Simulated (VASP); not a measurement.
# Ni (Fm-3m) in VASP: notebook

Ni is run at these levels: PBE; tasks: single point.

Everything below comes from runs of VASP 6.6.1. Logs are shortened: lines on timing, memory, paths and dates and some standing lists are left out, and cuts for length are marked.

**1. The cell of the first run**

Symmetry: Fm-3m, No. 225, cubic system. The conventional cell has a = 3.519 Å, b = 3.519 Å, c = 3.519 Å, α = 90.00°, β = 90.00°, γ = 90.00°. Within 3.3 Å of Ni (site symmetry m-3m) lie 12 Ni at 2.49 Å.

**2. Single point, PBE, collinear spin, ferromagnetic start**

Input file INCAR:

```
SYSTEM = Ni
ALGO     = Normal         ! electronic algorithm
EDIFF    = 1E-6           ! SCF threshold, eV
ENCUT    = 520            ! plane-wave cutoff, eV
GGA      = PE             ! functional
ISIF     = 2              ! what is computed and relaxed
ISMEAR   = -1             ! smearing method
ISPIN    = 2              ! spin polarisation
LASPH    = .True.         ! aspherical terms in the spheres
LCHARG   = .False.        ! write CHGCAR
LMAXMIX  = 4              ! l up to which the mixer works
LORBIT   = 11             ! projections on sites
LREAL    = .False.        ! projectors in reciprocal space
LWAVE    = .False.        ! write WAVECAR
MAGMOM   = 1 1            ! initial moments
NBANDS   = 21             ! bands
NELM     = 150            ! most SCF steps
PREC     = Accurate       ! precision mode
SIGMA    = 0.05           ! smearing width, eV
```

Input file KPOINTS:

```
k-points
0
Gamma
  15 10 15
  0 0 0
```

Input file POSCAR:

```
Ni
1.0
   -1.7593077719      1.7593077719      0.0000000000
    0.0000000000      0.0000000000      3.5186155437
    1.7593077719      1.7593077719      0.0000000000
Ni
2
Direct
    0.0000000000      0.0000000000      0.0000000000
    0.5000000000      0.5000000000      0.5000000000
```

Potentials or basis: VASP PAW PBE potentials, release 64 (Ni).

Run with:

```
$ cat potpaw_PBE.64/Ni/POTCAR > POTCAR
$ mpirun -np 1 vasp_std > vasp.out
```

OUTCAR:

```text
SYSTEM = Ni
   EDIFF = 1E-6
   ENCUT = 520
   GGA = PE
   ISIF = 2
   ISMEAR = -1
   ISPIN = 2
   LASPH = .True.
   LORBIT = 11
   LREAL = .False.
   NELM = 150
   PREC = Accurate

 ion  position               nearest neighbor table
   1  0.000  0.000  0.000-   2 2.49   2 2.49   2 2.49   2 2.49   2 2.49   2 2.49   2 2.49   2 2.49

   2  0.500  0.500  0.500-   1 2.49   1 2.49   1 2.49   1 2.49   1 2.49   1 2.49   1 2.49   1 2.49

  LATTYP: Found a simple tetragonal cell.
 ALAT       =     2.4880369114
 C/A-ratio  =     1.4142135623

  Lattice vectors:

 A1 = (   1.7593077719,  -1.7593077719,   0.0000000000)
 A2 = (   1.7593077719,   1.7593077719,   0.0000000000)
 A3 = (   0.0000000000,   0.0000000000,   3.5186155437)

Analysis of symmetry for initial positions (statically):
=====================================================================
 Subroutine PRICEL returns following result:

  LATTYP: Found a face centered cubic cell.
 ALAT       =     3.5186155437

  Lattice vectors:

 A1 = (   1.7593077719,   0.0000000000,   1.7593077718)
 A2 = (   1.7593077719,   1.7593077719,   0.0000000000)
 A3 = (   0.0000000000,   1.7593077719,   1.7593077718)

   2 primitive cells build up your supercell.

 Routine SETGRP: Setting up the symmetry group for a
 simple tetragonal supercell.

 Subroutine GETGRP returns: Found 16 space group operations
 (whereof 16 operations were pure point group operations)
 out of a pool of 16 trial point group operations.

The static configuration has the point symmetry D_4h.

Analysis of symmetry for dynamics (positions and initial velocities):
=====================================================================
 Subroutine PRICEL returns following result:

  LATTYP: Found a face centered cubic cell.
 ALAT       =     3.5186155437

  Lattice vectors:

 A1 = (   1.7593077719,   0.0000000000,   1.7593077718)
 A2 = (   1.7593077719,   1.7593077719,   0.0000000000)
 A3 = (   0.0000000000,   1.7593077719,   1.7593077718)

   2 primitive cells build up your supercell.

 Routine SETGRP: Setting up the symmetry group for a
 simple tetragonal supercell.

 Subroutine GETGRP returns: Found 16 space group operations
 (whereof 16 operations were pure point group operations)
 out of a pool of 16 trial point group operations.

The dynamic configuration has the point symmetry D_4h.

Analysis of structural, dynamic, and magnetic symmetry:
=====================================================================
 Subroutine PRICEL returns following result:

  LATTYP: Found a face centered cubic cell.
 ALAT       =     3.5186155437

  Lattice vectors:

 A1 = (   1.7593077719,   0.0000000000,   1.7593077718)
 A2 = (   1.7593077719,   1.7593077719,   0.0000000000)
 A3 = (   0.0000000000,   1.7593077719,   1.7593077718)

   2 primitive cells build up your supercell.

 Routine SETGRP: Setting up the symmetry group for a
 simple tetragonal supercell.

 Subroutine GETGRP returns: Found 16 space group operations
 (whereof 16 operations were pure point group operations)
 out of a pool of 16 trial point group operations.

The overall configuration has the point symmetry D_4h.

 Subroutine INISYM returns: Found 16 space group operations
 (whereof 16 operations are pure point group operations),
 and found     2 'primitive' translations

----------------------------------------------------------------------------------------

                                     Primitive cell

  volume of cell :      10.8907

  direct lattice vectors                    reciprocal lattice vectors
     1.759307772  0.000000000  1.759307772     0.284202689 -0.284202689  0.284202689
     1.759307772  1.759307772  0.000000000     0.284202689  0.284202689 -0.284202689
     0.000000000  1.759307772  1.759307772    -0.284202689  0.284202689  0.284202689

  length of vectors
     2.488036911  2.488036911  2.488036911     0.492253497  0.492253497  0.492253497

  position of ions in fractional coordinates (direct lattice)
     0.000000000  0.000000000  0.000000000

  ion indices of the primitive-cell ions
   primitive index   ion index
                 1           1

----------------------------------------------------------------------------------------

 KPOINTS: k-points

Automatic generation of k-mesh.
 Grid dimensions read from file:
 generate k-points for:   15   10   15

 Generating k-lattice:

  Cartesian coordinates                     Fractional coordinates (reciprocal lattice)
    -0.018946846  0.018946846  0.000000000     0.066666667  0.000000000  0.000000000
     0.000000000  0.000000000  0.028420269     0.000000000  0.100000000  0.000000000
     0.018946846  0.018946846  0.000000000     0.000000000  0.000000000  0.066666667

  Length of vectors
     0.026794887  0.028420269  0.026794887

  Shift w.r.t. Gamma in fractional coordinates (k-lattice)
     0.000000000  0.000000000  0.000000000

 Subroutine IBZKPT returns following result:
 ===========================================

 Found    216 irreducible k-points:

 Following reciprocal coordinates:
            Coordinates               Weight
  0.000000  0.000000  0.000000      1.000000
  0.066667  0.000000  0.000000      4.000000
  0.133333  0.000000  0.000000      4.000000
  0.200000  0.000000  0.000000      4.000000
  0.266667  0.000000  0.000000      4.000000
  0.333333  0.000000  0.000000      4.000000
[... 16 lines left out ...]
  0.400000  0.200000  0.000000      8.000000
  0.466667  0.200000  0.000000      8.000000
 [... further k-points ...]
   k-points           NKPTS =    216   k-points in BZ     NKDIM =    216   number of bands    NBANDS=     21
   number of dos      NEDOS =    301   number of ions     NIONS =      2
   total plane-waves  NPLWV =  11200
   dimension x,y,z NGX =    20 NGY =   28 NGZ =   20
   dimension x,y,z NGXF=    40 NGYF=   56 NGZF=   40
   ions per type =               2
   NGX,Y,Z   is equivalent  to a cutoff of  13.36, 13.23, 13.36 a.u.
   NGXF,Y,Z  is equivalent  to a cutoff of  26.73, 26.46, 26.73 a.u.
 SYSTEM =  Ni
   PREC   = accura    normal or accurate (medium, high low for compatibility)
   ISTART =      0    job   : 0-new  1-cont  2-samecut
   ICHARG =      2    charge: 1-file 2-atom 10-const
   ISPIN  =      2    spin polarized calculation?
   LNONCOLLINEAR =      F non collinear calculations
   LSORBIT =      F    spin-orbit coupling
   LASPH  =      T    aspherical Exc in radial PAW
   ENCUT  =  520.0 eV  38.22 Ry    6.18 a.u.   4.63  6.54  4.63*2*pi/ulx,y,z
   NELM   =    150;   NELMIN=  2; NELMDL= -5     # of ELM steps
   EDIFF  = 0.1E-05   stopping-criterion for ELM
   LREAL  =      F    real-space projection
   EDIFFG = 0.1E-04   stopping-criterion for IOM
   NSW    =      0    number of steps for IOM
   IBRION =     -1    ionic relax: 0-MD 1-quasi-New 2-CG
   NFREE  =      0    steps in history (QN), initial steepest desc. (CG)
   ISIF   =      2    stress and relaxation
   ISYM   =      2    0-nonsym 1-usesym 2-fastsym
   POTIM  = 0.5000    time-step for ionic-motion
   TEBEG  =    0.0;   TEEND  =   0.0 temperature during run
   PSTRESS=    0.0 pullay stress
   NELECT =      20.0000    total number of electrons
   NUPDOWN=      -1.0000    fix difference up-down
   EMIN   =  10.00;   EMAX   =-10.00  energy-range for DOS
   EFERMI =   0.00;   METHOD = LEGACY
   ISMEAR =    -1;   SIGMA  =   0.05  broadening in eV -4-tet -1-fermi 0-gaus
   EFERMI_NEDOS =   21; number of points for ismear=-14 and -15
   IALGO  =     38    algorithm
   IMIX   =      4    mixing-type and parameters
     AMIX     =   0.40;   BMIX     =  1.00
     AMIX_MAG =   1.60;   BMIX_MAG =  1.00
  volume/ion in A,a.u.               =      10.89        73.49
  Fermi-wavevector in a.u.,A,eV,Ry     =   1.591194  3.006920 34.448549  2.531897
  Thomas-Fermi vector in A             =   2.689772
   LORBIT       =     11    0 simple, 1 ext, 2 COOP (PROOUT), +10 PAW based schemes
   GGA     = PE    functional components
   LHFCALC =     F    Hartree Fock is set to
   AEXX    =    0.0000 exact exchange contribution
   IVDW    =     0    specifies the selected vdW correction
   LEPSILON=     F    determine dielectric tensor
   LRPA    =     F    only Hartree local field effects (RPA)
 spin polarized calculation
  energy-cutoff  :      520.00
  volume of cell :       21.78
 maximum number of plane-waves:       606
 NGX is ok and might be reduce to    20
   NGX =  9   NGY = 13   NGZ =  9

 number of electron      19.9999988 magnetization       1.2742924

 Free energy of the ion-electron system (eV)
  ---------------------------------------------------
  ext. energy  EPLUGINS =         0.00000000
  ---------------------------------------------------
  free energy    TOTEN  =       -10.95636239 eV

  energy without entropy =      -10.92875385  energy(sigma->0) =      -10.94255812

 E-fermi :   9.3611     XC(G=0): -13.2499

 val. band max:        9.3610216501   @ k =   0.4000   0.1000   0.1333
 cond. band min:       9.3642483187   @ k =   0.1333   0.4000   0.0000
 fundamental gap:      0.0032266687
 Fermi energy:         9.3610754023

 spin component 1

 k-point     1 :       0.0000    0.0000    0.0000
  band No.  band energies     occupation
      1       0.3576      1.00000
      2       4.7171      1.00000
      3       5.1646      1.00000
      4       6.9218      1.00000
      5       6.9235      1.00000
      6       6.9235      1.00000
[... 550 lines left out ...]
      5       6.8393      1.00000
      6       6.9421      1.00000
[... 13 lines left out ...]
     20      33.6078      0.00000
     21      39.5270      0.00000

 [... further k-points ...]

 spin component 2

 k-point     1 :       0.0000    0.0000    0.0000
  band No.  band energies     occupation
      1       0.3249      1.00000
      2       5.0676      1.00000
      3       5.7917      1.00000
      4       7.6863      1.00000
      5       7.6863      1.00000
      6       7.6878      1.00000
[... 550 lines left out ...]
      5       7.4702      1.00000
      6       7.4931      1.00000
[... 13 lines left out ...]
     20      33.6914      0.00000
     21      39.5833      0.00000

 [... further k-points ...]
[... 5 lines left out ...]
  --------------------------------------------------------------------------------------
  -------------------------------------------------------------------------------------
  Total        0.0030937      0.0030937     -0.0086443      0.0000000      0.0000000      0.0000000
  in kB        0.2275632      0.2275632     -0.6358501      0.0000000      0.0000000      0.0000000
  external PRESSURE =      -0.0602412 kB  Pullay stress =       0.0000000 kB

 VOLUME and BASIS-vectors are now :
 -----------------------------------------------------------------------------
  energy-cutoff  :      520.00
  volume of cell :       21.78
      direct lattice vectors                 reciprocal lattice vectors
    -1.759307772  1.759307772  0.000000000    -0.284202689  0.284202689  0.000000000
     0.000000000  0.000000000  3.518615544     0.000000000  0.000000000  0.284202689
     1.759307772  1.759307772  0.000000000     0.284202689  0.284202689  0.000000000

 POSITION                                       TOTAL-FORCE (eV/Angst)
 -----------------------------------------------------------------------------------
      0.00000      0.00000      0.00000         0.000000      0.000000     -0.000000
      0.00000      1.75931      1.75931        -0.000000     -0.000000      0.000000
 -----------------------------------------------------------------------------------
    total drift:                               -0.000000     -0.000000      0.000000

  FREE ENERGIE OF THE ION-ELECTRON SYSTEM (eV)
  ---------------------------------------------------
  free  energy   TOTEN  =       -10.9563623915 eV

  energy  without entropy=      -10.9287538453  energy(sigma->0) =      -10.94255812

 total charge

# of ion       s       p       d       tot
------------------------------------------
    1        0.497   0.497   8.313   9.308
    2        0.497   0.497   8.313   9.308
--------------------------------------------------
tot          0.995   0.995  16.626  18.615

 magnetization (x)

# of ion       s       p       d       tot
------------------------------------------
    1       -0.006  -0.024   0.679   0.649
    2       -0.006  -0.024   0.679   0.649
--------------------------------------------------
tot         -0.012  -0.049   1.358   1.297
```

It took 4.4 min on 1 thread of Intel Xeon 8259CL, shared host; peak memory 0.24 GiB.

What came out:

- Free energy: -10.9564 eV
- Pressure: 0.0 GPa
- Net moment: 1.27 μB per cell
- Site moments: Ni +0.65 μB
- Valence electrons inside the program's atomic spheres: Ni 9.31

Stress tensor (GPa, compression positive):
```
 0.02  0.00  0.00
 0.00  0.02  0.00
 0.00  0.00 -0.06
```

(Part 1 of 2 ends here.)
